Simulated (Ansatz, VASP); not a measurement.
## Ti in VASP and in Ansatz

The input POSCAR:

```
Ti
1.0
    2.5591978822      0.0000000000      0.0000000000
    0.0000000000      2.5591978822      0.0000000000
    0.0000000000      0.0000000000      2.5591978822
Ti
1
Direct
    0.0000000000      0.0000000000      0.0000000000
```

Contents of INCAR.step1:

```
PREC = Accurate
ENCUT = 520
ISMEAR = -1
SIGMA = 0.1
LREAL = False
LASPH = True
NELM = 80
NBANDS = 12
GGA = PE
ALGO = Normal
EDIFF = 1E-4
LWAVE = True
LCHARG = False
```

File INCAR.step2:

```
PREC = Accurate
ENCUT = 520
EDIFF = 1E-6
ISMEAR = -1
SIGMA = 0.1
LREAL = False
LASPH = True
NELM = 80
ALGO = Normal
ISIF = 2
LWAVE = False
LCHARG = False
METAGGA = R2SCAN
LMIXTAU = True
NBANDS = 12
ISTART = 1
```

KPOINTS

```
Automatic mesh
0
Gamma
  13 13 13
```

Input for Ansatz:

```yaml
crystal:
  lattice:
    - [2.5591978822, 0.0, 0.0]
    - [0.0, 2.5591978822, 0.0]
    - [0.0, 0.0, 2.5591978822]
  atoms:
    - { symbol: Ti, position: [0.0, 0.0, 0.0] }
hamiltonian:
  xc: r2scan
  pseudopotentials:
    kind: paw
    azcp:
      Ti: "pseudopotentials/Ti.paw.azcp"
basis:
  ecutwfc: 500
  fft_grid_basis: typed
kpoints:
  mp_grid: { grid: [13, 13, 13], shift: [0, 0, 0] }
magnetization:
  spin_polarized: false
scf:
  occupations: { method: fermi_dirac, width: 0.1 }
  lower_state_search: "off"
output:
  stress: true
```

Alike in both runs: task single point; functional r2SCAN; k mesh 13 × 13 × 13; occupations fermi-dirac, width 0.1 eV; no spin polarisation.

|  | VASP | Ansatz |
| --- | --- | --- |
| version | VASP 6.6.1 | Ansatz 0.2.0 |
| potentials or method | VASP PAW PBE potentials, release 64 (Ti_sv), cutoff 520 eV | plane waves (500 eV) with PAW, scalar-relativistic |
| valence electrons in the cell | 12 | 12 |

```tsv
	VASP	Ansatz	Ansatz less VASP
pressure (GPa)	7.9	7.4	-0.56
```

VASP's potentials were made for PBE, not for r2SCAN.
